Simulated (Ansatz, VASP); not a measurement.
# Two plane-wave programs on Co

```
Co
1.0
     2.48736    0.00000    0.00000
    -1.24368    2.15412    0.00000
     0.00000    0.00000    4.06329
Co
2
Direct
  0.33333 0.66667 0.74014
  0.66667 0.33333 0.25986
```

Alike in both runs: task relaxation of cell and atoms; functional BLYP; dispersion D4; k mesh 12 × 12 × 7; occupations fermi-dirac, width 0.05 eV; collinear spin.

|  | VASP | Ansatz |
| --- | --- | --- |
| version | VASP 6.6.1 | Ansatz 0.2.0 |
| potentials or method | VASP PAW PBE potentials, release 64 (Co) | Ansatz PAW |
| plane-wave cutoff (eV) | 600 | 420 |
| valence electrons in the cell | 18 | 34 |

```tsv
	VASP	Ansatz	Ansatz less VASP
gap on the k mesh at the Fermi level, each at its own relaxed structure (eV)	none	none	-
net moment per atom (μB)	1.56	1.58	+0.016
size of the moment on the site where the two differ most (μB)	1.57	1.64	+0.069
relaxed volume (Å³/atom)	10.69	10.71	+0.027
relaxed cell length with the largest relative difference (Å)	2.483	2.486	+0.0024
```

VASP's potentials were made for PBE, not for BLYP. Site moments also hang on the region over which each program counts them. A gap of «none» marks a metal or a gap that the smearing closes. VASP's potentials hold 18 valence electrons a cell and Ansatz's 34, so a difference there can come from the potentials and not from the codes.

Noted on Ansatz's run: the plane-wave basis is chosen anew once the cell has moved, so the energies of steps on either side of that aren't comparable.
